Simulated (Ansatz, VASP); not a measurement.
## CsH: VASP beside Ansatz

```
Cs H
1.0
     0.00000    3.18800    3.18800
     3.18800    0.00000    3.18800
     3.18800    3.18800    0.00000
Cs H
1 1
Direct
  0.96079 0.96079 0.03921
  0.50000 0.50000 0.50000
```

Change from the starting cell: all Cs atoms moved -0.250 Å, as atom 1 along Cartesian [0 0 1].

Alike in both runs: task single point; functional r2SCAN; k mesh 6 × 6 × 6; occupations gaussian, width 0.05 eV; no spin polarisation.

```csv
,VASP,Ansatz
version,VASP 6.6.1,Ansatz 0.2.0
potentials or method,"VASP PAW PBE potentials, release 64 (Cs_sv, H), cutoff 520 eV","scalar-relativistic, plane waves, PAW"
valence electrons in the cell,10,10
```

```csv
,VASP,Ansatz,Ansatz less VASP
gap on the k mesh at the Fermi level (eV),2.71,2.73,+0.016
least direct gap on the mesh (eV),2.71,2.73,+0.016
pressure (GPa),0.2,0.2,-0.03
"traceless stress, the component that is largest in VASP (GPa)",0.45,0.44,-0.009
rms of the force components (eV/Å),0.101,0.099,-0.0015
```

VASP's potentials were made for PBE, not for r2SCAN. Atom by atom the forces differ by 0.002 eV/Å (rms over components).

Neither program's run includes spin-orbit coupling.
